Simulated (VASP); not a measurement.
Input of a VASP 6.6.1 run:

INCAR

```
SYSTEM = C2N
PREC = Accurate ; ENCUT = 520
EDIFF = 1E-6 ; ISMEAR = 0
SIGMA = 0.1 ; LREAL = .False.
LASPH = .True. ; NELM = 80
ALGO = Normal ; ISIF = 2
LWAVE = .False. ; LCHARG = .False.
GGA = PE ; NBANDS = 22
```

File KPOINTS:

```
Automatic mesh
0
Gamma
  6 6 4
  0 0 0
```

POSCAR

```
C2N
1.0
    3.2398935500      0.0000000000      0.0000000000
    0.0000000000      3.2398935500      0.0000000000
    0.0000000000      0.0000000000      6.4952384900
C N
4 2
Direct
    0.0000000000      0.0000000000      0.0000000000
    0.5000000000      0.5000000000      0.0000000000
    0.0000000000      0.5000000000      0.3719829600
    0.5000000000      0.0000000000      0.6280170400
    0.0000000000      0.5000000000      0.7284373000
    0.5000000000      0.0000000000      0.2715627000
```

Potentials or basis: VASP PAW PBE potentials, release 64 (C, N).

Run with:

```console
$ cat potpaw_PBE.64/C/POTCAR potpaw_PBE.64/N/POTCAR > POTCAR
$ mpirun -np 1 vasp_std > vasp.out
```

Q: What does it give for the largest force?

A: 1.211 eV/Å.

Q: Predict the band gap on the k mesh.

A: Zero (bands 13 and 14 overlap by 2.33 eV).

Q: Estimate the pressure.

A: -31.1 GPa.

Forces on the atoms (eV/Å):
```
C    0.000  0.000  0.000
C    0.000  0.000  0.000
C    0.000  0.000  0.725
C    0.000  0.000 -0.725
N    0.000  0.000 -1.211
N    0.000  0.000  1.211
```

Caveat: the stress differs along the axes, from -34 to -26 GPa; forces of over 1 eV/Å act on the atoms, so gaps and moduli don't describe the material at rest.
